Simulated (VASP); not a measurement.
# SrO (Fm-3m) in VASP: notebook

Runs on SrO. Level: PBEsol. Tasks: relaxation of cell and atoms.

All numbers are computed with VASP 6.6.1; they aren't measurements. Logs are shortened: lines on timing, memory, paths and dates and some standing lists are left out, and cuts for length are marked.

### Step 1. The cell of the first run

Symmetry: Fm-3m, No. 225, cubic system. The conventional cell has a = 5.123 Å, b = 5.123 Å, c = 5.123 Å, α = 90.00°, β = 90.00°, γ = 90.00°. Sr (site symmetry m-3m) has 6 O at 2.56 Å within 3.4 Å. O (site symmetry m-3m) has 6 Sr at 2.56 Å within 3.4 Å.

### Step 2. Relaxation of cell and atoms, PBEsol, target pressure 10 GPa, at which the enthalpy is minimised

INCAR reads:

```
PREC = Accurate
ENCUT = 600
EDIFF = 1E-7
ISMEAR = 0
SIGMA = 0.01
LREAL = F
LASPH = T
NELM = 120
ALGO = Normal
ISIF = 3
LWAVE = F
LCHARG = F
GGA = PS
IBRION = 2
NSW = 100
EDIFFG = -0.002
PSTRESS = 100.0
GGA_COMPAT = F
NELMIN = 4
```

KPOINTS reads:

```
regular mesh
0
Gamma
  8 8 8
```

POSCAR reads:

```
SrO
1.0
    2.5614438832      2.5614438832      0.0000000000
   -2.5614438832      2.5614438832      0.0000000000
    0.0000000000      2.5614438832      2.5614438832
Sr O
1 1
Direct
    0.5000000000      0.5000000000      0.0000000000
    0.0000000000      0.0000000000      0.0000000000
```

Potentials or basis: VASP PAW PBE potentials, release 64 (Sr_sv, O).

Run with:

```bash
$ cat potpaw_PBE.64/Sr_sv/POTCAR potpaw_PBE.64/O/POTCAR > POTCAR
$ mpirun -np 1 vasp_std > vasp.out
```

OUTCAR:

```text
PREC = Accurate
   ENCUT = 600
   EDIFF = 1E-7
   ISMEAR = 0
   LREAL = F
   LASPH = T
   NELM = 120
   ISIF = 3
   GGA = PS
   IBRION = 2
   NSW = 100
   EDIFFG = -0.002
   PSTRESS = 100.0
   NELMIN = 4

 ion  position               nearest neighbor table
   1  0.500  0.500  0.000-   2 2.56   2 2.56   2 2.56   2 2.56   2 2.56   2 2.56
   2  0.000  0.000  0.000-   1 2.56   1 2.56   1 2.56   1 2.56   1 2.56   1 2.56

  LATTYP: Found a face centered cubic cell.
 ALAT       =     5.1228877664

  Lattice vectors:

 A1 = (   0.0000000000,   2.5614438832,   2.5614438832)
 A2 = (   2.5614438832,   0.0000000000,   2.5614438832)
 A3 = (   2.5614438832,   2.5614438832,   0.0000000000)

Analysis of symmetry for initial positions (statically):
=====================================================================
 Subroutine PRICEL returns:
 Original cell was already a primitive cell.

 Routine SETGRP: Setting up the symmetry group for a
 face centered cubic supercell.

 Subroutine GETGRP returns: Found 48 space group operations
 (whereof 48 operations were pure point group operations)
 out of a pool of 48 trial point group operations.

The static configuration has the point symmetry O_h .

Analysis of symmetry for dynamics (positions and initial velocities):
=====================================================================
 Subroutine PRICEL returns:
 Original cell was already a primitive cell.

 Routine SETGRP: Setting up the symmetry group for a
 face centered cubic supercell.

 Subroutine GETGRP returns: Found 48 space group operations
 (whereof 48 operations were pure point group operations)
 out of a pool of 48 trial point group operations.

The dynamic configuration has the point symmetry O_h .

 Subroutine INISYM returns: Found 48 space group operations
 (whereof 48 operations are pure point group operations),
 and found     1 'primitive' translations

----------------------------------------------------------------------------------------

                                     Primitive cell

  volume of cell :      33.6112

  direct lattice vectors                    reciprocal lattice vectors
     2.561443883  2.561443883  0.000000000     0.195202403  0.195202403 -0.195202403
    -2.561443883  2.561443883  0.000000000    -0.195202403  0.195202403 -0.195202403
     0.000000000  2.561443883  2.561443883     0.000000000  0.000000000  0.390404805

  length of vectors
     3.622428679  3.622428679  3.622428679     0.338100479  0.338100479  0.390404805

  position of ions in fractional coordinates (direct lattice)
     0.500000000  0.500000000  0.000000000
     0.000000000  0.000000000  0.000000000

  ion indices of the primitive-cell ions
   primitive index   ion index
                 1           1
                 2           2

----------------------------------------------------------------------------------------

 KPOINTS: regular mesh

Automatic generation of k-mesh.
 Grid dimensions read from file:
 generate k-points for:    8    8    8

 Generating k-lattice:

  Cartesian coordinates                     Fractional coordinates (reciprocal lattice)
     0.024400300  0.024400300 -0.024400300     0.125000000  0.000000000  0.000000000
    -0.024400300  0.024400300 -0.024400300     0.000000000  0.125000000  0.000000000
     0.000000000  0.000000000  0.048800601     0.000000000  0.000000000  0.125000000

  Length of vectors
     0.042262560  0.042262560  0.048800601

  Shift w.r.t. Gamma in fractional coordinates (k-lattice)
     0.000000000  0.000000000  0.000000000

 Subroutine IBZKPT returns following result:
 ===========================================

 Found     29 irreducible k-points:

 Following reciprocal coordinates:
            Coordinates               Weight
  0.000000  0.000000  0.000000      1.000000
  0.125000  0.000000  0.000000      8.000000
  0.250000  0.000000  0.000000      8.000000
  0.375000  0.000000  0.000000      8.000000
  0.500000  0.000000  0.000000      4.000000
  0.125000  0.125000  0.000000     12.000000
[... 16 lines left out ...]
  0.375000  0.250000  0.125000     48.000000
  0.500000  0.250000  0.125000     24.000000
 [... further k-points ...]
   k-points           NKPTS =     29   k-points in BZ     NKDIM =     29   number of bands    NBANDS=     12
   number of dos      NEDOS =    301   number of ions     NIONS =      2
   total plane-waves  NPLWV =  27000
   dimension x,y,z NGX =    30 NGY =   30 NGZ =   30
   dimension x,y,z NGXF=    60 NGYF=   60 NGZF=   60
   ions per type =               1   1
   NGX,Y,Z   is equivalent  to a cutoff of  13.77, 13.77, 13.77 a.u.
   NGXF,Y,Z  is equivalent  to a cutoff of  27.54, 27.54, 27.54 a.u.
 SYSTEM =  unknown system
   PREC   = accura    normal or accurate (medium, high low for compatibility)
   ISTART =      0    job   : 0-new  1-cont  2-samecut
   ICHARG =      2    charge: 1-file 2-atom 10-const
   ISPIN  =      1    spin polarized calculation?
   LNONCOLLINEAR =      F non collinear calculations
   LSORBIT =      F    spin-orbit coupling
   LASPH  =      T    aspherical Exc in radial PAW
   ENCUT  =  600.0 eV  44.10 Ry    6.64 a.u.   7.23  7.23  7.23*2*pi/ulx,y,z
   NELM   =    120;   NELMIN=  4; NELMDL= -5     # of ELM steps
   EDIFF  = 0.1E-06   stopping-criterion for ELM
   LREAL  =      F    real-space projection
   EDIFFG = -.2E-02   stopping-criterion for IOM
   NSW    =    100    number of steps for IOM
   IBRION =      2    ionic relax: 0-MD 1-quasi-New 2-CG
   NFREE  =      1    steps in history (QN), initial steepest desc. (CG)
   ISIF   =      3    stress and relaxation
   ISYM   =      2    0-nonsym 1-usesym 2-fastsym
   POTIM  = 0.5000    time-step for ionic-motion
   TEBEG  =    0.0;   TEEND  =   0.0 temperature during run
   PSTRESS=  100.0 pullay stress
   NELECT =      16.0000    total number of electrons
   NUPDOWN=      -1.0000    fix difference up-down
   EMIN   =  10.00;   EMAX   =-10.00  energy-range for DOS
   EFERMI =   0.00;   METHOD = LEGACY
   ISMEAR =     0;   SIGMA  =   0.01  broadening in eV -4-tet -1-fermi 0-gaus
   EFERMI_NEDOS =   21; number of points for ismear=-14 and -15
   IALGO  =     38    algorithm
   IMIX   =      4    mixing-type and parameters
     AMIX     =   0.40;   BMIX     =  1.00
     AMIX_MAG =   1.60;   BMIX_MAG =  1.00
  volume/ion in A,a.u.               =      16.81       113.41
  Fermi-wavevector in a.u.,A,eV,Ry     =   1.278262  2.415565 22.231301  1.633955
  Thomas-Fermi vector in A             =   2.410815
   LORBIT       =      0    0 simple, 1 ext, 2 COOP (PROOUT), +10 PAW based schemes
   GGA     = PS    functional components
   LHFCALC =     F    Hartree Fock is set to
   AEXX    =    0.0000 exact exchange contribution
   IVDW    =     0    specifies the selected vdW correction
   LEPSILON=     F    determine dielectric tensor
   LRPA    =     F    only Hartree local field effects (RPA)
 conjugate gradient relaxation of ions
 non-spin polarized calculation
 Gauss-broadening in eV      SIGMA  =   0.01
  energy-cutoff  :      600.00
  volume of cell :       33.61
 maximum number of plane-waves:      1139
 NGX is ok and might be reduce to    30
   NGX = 15   NGY = 15   NGZ = 15

--------------------------------------- Ionic step        1  -------------------------------------------

 number of electron      15.9999997 magnetization

 Free energy of the ion-electron system (eV)
  ---------------------------------------------------
  ext. energy  EPLUGINS =         0.00000000
  ---------------------------------------------------
  free energy    TOTEN  =       -12.64061765 eV

  energy without entropy =      -12.64061765  energy(sigma->0) =      -12.64061765

------------------------ aborting loop because EDIFF is reached ----------------------------------------

  FORCE on cell =-STRESS in cart. coord.  units (eV):
  Direction    XX          YY          ZZ          XY          YZ          ZX
  --------------------------------------------------------------------------------------
  -------------------------------------------------------------------------------------
  Total        0.1117566      0.1117566      0.1117566     -0.0000000     -0.0000000      0.0000000
  in kB        5.3272021      5.3272021      5.3272021     -0.0000000     -0.0000000      0.0000000
  external PRESSURE =     -94.6727979 kB  Pullay stress =     100.0000000 kB
[... 175 lines left out ...]
  enthalpy is  TOTEN    =       -10.6265324926 eV   P V=        1.9344165218

--------------------------------------- Ionic step        6  -------------------------------------------

 number of electron      16.0000001 magnetization

 Free energy of the ion-electron system (eV)
  ---------------------------------------------------
  ext. energy  EPLUGINS =         0.00000000
  ---------------------------------------------------
  free energy    TOTEN  =       -12.55955197 eV

  energy without entropy =      -12.55955197  energy(sigma->0) =      -12.55955197

 E-fermi :   2.0135     XC(G=0): -10.7309

 val. band max:        1.9526187396   @ k =   0.0000   0.0000   0.0000
 cond. band min:       5.0192993836   @ k =   0.5000   0.5000   0.0000
 fundamental gap:      3.0666806441
 Fermi energy:         2.0135080477

 k-point     1 :       0.0000    0.0000    0.0000
  band No.  band energies     occupation
      1     -29.9897      2.00000
      2     -13.1614      2.00000
      3     -11.5239      2.00000
      4     -11.5239      2.00000
      5     -11.5239      2.00000
      6       1.9526      2.00000
      7       1.9526      2.00000
      8       1.9526      2.00000
      9       6.4690      0.00000
     10       8.2972      0.00000
     11       8.2972      0.00000
     12       8.2972      0.00000
[... 331 lines left out ...]
 k-point    24 :       0.5000    0.2500    0.1250
  band No.  band energies     occupation
      1     -29.7438      2.00000
      2     -14.5275      2.00000
      3     -12.0607      2.00000
      4     -11.8452      2.00000
      5     -10.6998      2.00000
      6       0.2227      2.00000
      7       0.9919      2.00000
      8       1.1164      2.00000
      9       8.5795      0.00000
     10       8.9593      0.00000
     11      12.0326      0.00000
     12      12.0394      0.00000

 [... further k-points ...]
[... 5 lines left out ...]
  --------------------------------------------------------------------------------------
  -------------------------------------------------------------------------------------
  Total        1.9330754      1.9330754      1.9330754     -0.0000000      0.0000000      0.0000000
  in kB      100.0032656    100.0032656    100.0032656     -0.0000000      0.0000000      0.0000000
  external PRESSURE =       0.0032656 kB  Pullay stress =     100.0000000 kB
[... 17 lines left out ...]
  FREE ENERGIE OF THE ION-ELECTRON SYSTEM (eV)
  ---------------------------------------------------
  free  energy   TOTEN  =       -12.5595519659 eV

  energy  without entropy=      -12.5595519659  energy(sigma->0) =      -12.55955197

  enthalpy is  TOTEN    =       -10.6265396771 eV   P V=        1.9330122889

 reached required accuracy - stopping structural energy minimisation
```

Run time: 40 s. Hardware: 1 thread of Intel Xeon 6975P-C (Granite Rapids), shared host; peak memory 0.18 GiB.

Results:

* Free energy: -12.5596 eV
* Relaxed volume: 15.49 Å³/atom
* Relaxed cell: a = 3.525 Å, b = 3.525 Å, c = 3.525 Å, α = 60.00°, β = 60.00°, γ = 90.00°
* Space group after relaxing (to 0.1 Å): Fm-3m (No. 225)
* Energy change on relaxing (the run minimises the enthalpy): +40.5 meV/atom
* Ionic steps: 6
* Pressure after relaxing: 10.0 GPa
* Band gap on the k mesh: 3.07 eV (least direct gap 3.08 eV)

Step by step:
| step | energy change (eV) | largest force (eV/Å) | pressure (GPa) | volume (Å³) |
| --- | --- | --- | --- | --- |
| 1 | 0.0000 | 0.0000 | 0.53 | 33.61 |
| 2 | 0.2633 | 0.0000 | 20.34 | 29.01 |
| 3 | 0.0797 | 0.0000 | 9.91 | 30.99 |
| 4 | 0.0829 | 0.0000 | 10.13 | 30.94 |
| 5 | 0.0797 | 0.0000 | 9.90 | 30.99 |
| 6 | 0.0811 | 0.0000 | 10.00 | 30.97 |

Final structure:
```xyz
2
Lattice="2.4925 2.4925 0.0000 -2.4925 2.4925 0.0000 0.0000 2.4925 2.4925" Properties=species:S:1:pos:R:3 pbc="T T T"
Sr    0.0000    2.4925    0.0000
O     2.4925    2.4925    0.0000
```

Levels at points of the mesh, in eV from the valence-band top:
```tsv
k point	band 5	band 6	band 7	band 8	band 9	band 10	band 11	band 12
(0.00, 0.00, 0.00)	-13.48	0.00	0.00	0.00	4.52	6.34	6.34	6.34
(0.50, 0.00, 0.00)	-12.22	-2.41	-1.35	-1.35	6.89	9.05	9.38	9.38
(0.50, 0.50, 0.00)	-13.98	-0.24	-0.01	-0.01	3.07	8.50	10.81	11.07
```

Caveat: the cell is relaxed towards a set pressure, so the run minimises the enthalpy, not the energy; the PAW data sets were made with another functional, which shifts forces and pressure a little. A k mesh can miss the band edges.

### Step 3. Relaxation of cell and atoms, PBEsol, target pressure 15 GPa, at which the enthalpy is minimised

INCAR reads:

```
SYSTEM = SrO
PREC = Accurate ; ENCUT = 600
EDIFF = 1E-7 ; ISMEAR = 0
SIGMA = 0.01 ; LREAL = .False.
LASPH = .True. ; NELM = 120
ALGO = Normal ; ISIF = 3
LWAVE = .False. ; LCHARG = .False.
GGA = PS ; IBRION = 2
NSW = 100 ; EDIFFG = -0.002
PSTRESS = 150.0 ; GGA_COMPAT = .False.
NELMIN = 4
```

KPOINTS reads:

```
Automatic mesh
0
Gamma
  8 8 8
  0 0 0
```

POSCAR is that of step 2.

Potentials or basis: VASP PAW PBE potentials, release 64 (Sr_sv, O).

Run with:

```bash
$ cat potpaw_PBE.64/Sr_sv/POTCAR potpaw_PBE.64/O/POTCAR > POTCAR
$ mpirun -np 1 vasp_std > vasp.out
```

Wall time 28 s (1 thread of Intel Xeon 6975P-C (Granite Rapids), shared host); peak memory 0.18 GiB.

It converged, with:

```
Free energy                                                : -12.4797 eV
Relaxed volume                                             : 14.97 Å³/atom
Relaxed cell                                               : a = 3.485 Å, b = 3.485 Å, c = 3.485 Å, α = 60.00°, β = 60.00°, γ = 90.00°
Space group after relaxing (to 0.1 Å)                      : Fm-3m (No. 225)
Energy change on relaxing (the run minimises the enthalpy) : +80.5 meV/atom
Ionic steps                                                : 4
Pressure after relaxing                                    : 15.0 GPa
Band gap on the k mesh                                     : 3.00 eV
```

The path:
| step | energy change (eV) | largest force (eV/Å) | pressure (GPa) | volume (Å³) |
| --- | --- | --- | --- | --- |
| 1 | 0.0000 | 0.0000 | 0.53 | 33.61 |
| 2 | 0.6616 | 0.0000 | 37.46 | 26.76 |
| 3 | 0.1545 | 0.0000 | 14.63 | 30.01 |
| 4 | 0.1609 | 0.0000 | 15.00 | 29.94 |

Final structure:
```
Sr O
1.0
     2.46458    2.46458    0.00000
    -2.46458    2.46458    0.00000
     0.00000    2.46458    2.46458
Sr O
1 1
Direct
  0.50000 0.50000 0.00000
  0.00000 0.00000 0.00000
```

Levels at points of the mesh, in eV from the valence-band top:
| k point | band 5 | band 6 | band 7 | band 8 | band 9 | band 10 | band 11 | band 12 |
| --- | --- | --- | --- | --- | --- | --- | --- | --- |
| (0.00, 0.00, 0.00) | -13.36 | -0.03 | -0.03 | -0.03 | 4.76 | 6.38 | 6.38 | 6.38 |
| (0.50, 0.00, 0.00) | -12.07 | -2.51 | -1.46 | -1.46 | 7.01 | 9.31 | 9.55 | 9.55 |
| (0.50, 0.50, 0.00) | -13.92 | -0.18 | 0.00 | 0.00 | 3.00 | 8.76 | 11.02 | 11.37 |

Caveat: the cell is relaxed towards a set pressure, so the run minimises the enthalpy, not the energy; the PAW data sets were made with another functional, which shifts forces and pressure a little. A k mesh can miss the band edges.
